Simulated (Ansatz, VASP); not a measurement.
**Two plane-wave programs on Si**

Contents of INCAR:

```
  ALGO = Normal
  EDIFF = 1E-7
  ENCUT = 520
  ISIF = 2
  ISMEAR = 0
  LASPH = T
  LCHARG = F
  LREAL = F
  LWAVE = F
  NBANDS = 16
  NELM = 100
  PREC = Accurate
  SIGMA = 0.03
```

KPOINTS

```
k-points
0
Gamma
  12 12 6
```

File POSCAR:

```
Si
1.0
    3.8313174605      0.0000000000      0.0000000000
   -1.9156587303      2.9447411976      0.0000000000
    0.0000000000      0.0000000000      6.3326220002
Si
4
Direct
    0.3333333333      0.6666666667      0.0630095000
    0.6666666667      0.3333333333      0.5630095000
    0.3333333333      0.6666666667      0.4369905000
    0.6666666667      0.3333333333      0.9369905000
```

Input for Ansatz:

```yaml
crystal:
  lattice:
    - [3.8313174605, 0.0, 0.0]
    - [-1.9156587303, 2.9447411976, 0.0]
    - [0.0, 0.0, 6.3326220002]
  atoms:
    - { symbol: Si, position: [0.3333333333, 0.6666666667, 0.0630095] }
    - { symbol: Si, position: [0.6666666667, 0.3333333333, 0.5630095] }
    - { symbol: Si, position: [0.3333333333, 0.6666666667, 0.4369905] }
    - { symbol: Si, position: [0.6666666667, 0.3333333333, 0.9369905] }
basis:
  ecutwfc: 420
kpoints:
  mp_grid: { grid: [12, 12, 6] }
hamiltonian:
  xc: lda
scf:
  occupations: { method: gaussian, width: 0.03 }
output:
  forces: true
  stress: true
  eigenvalues: true
```

Change from the starting cell: strain -0.1125 x Voigt [0, 1, 0, 0, 0, 0], atoms carried along.

Alike in both runs: task single point; functional LDA; k mesh 12 × 12 × 6; occupations gaussian, width 0.03 eV; no spin polarisation.

|  | VASP | Ansatz |
| --- | --- | --- |
| version | VASP 6.6.1 | Ansatz 0.2.0 |
| potentials or method | VASP PAW LDA potentials, release 64 (Si), cutoff 520 eV | scalar-relativistic, plane waves, PAW |
| valence electrons in the cell | 16 | 16 |

VASP gave:

- gap on the k mesh at the Fermi level (eV): none
- pressure (GPa): 12.9
- traceless stress, the component that is largest in VASP (GPa): 19.90
- rms of the force components (eV/Å): 1.283

Estimate Ansatz's values.

gap on the k mesh at the Fermi level (eV): none; pressure (GPa): 12.9; traceless stress, the component that is largest in VASP (GPa): 19.82; rms of the force components (eV/Å): 1.280.

LDA's correlation is that of Perdew and Zunger in VASP and of Perdew and Wang (1992) in Ansatz. Atom by atom the forces differ by 0.003 eV/Å (rms over components). A gap of «none» marks a metal or a gap that the smearing closes.
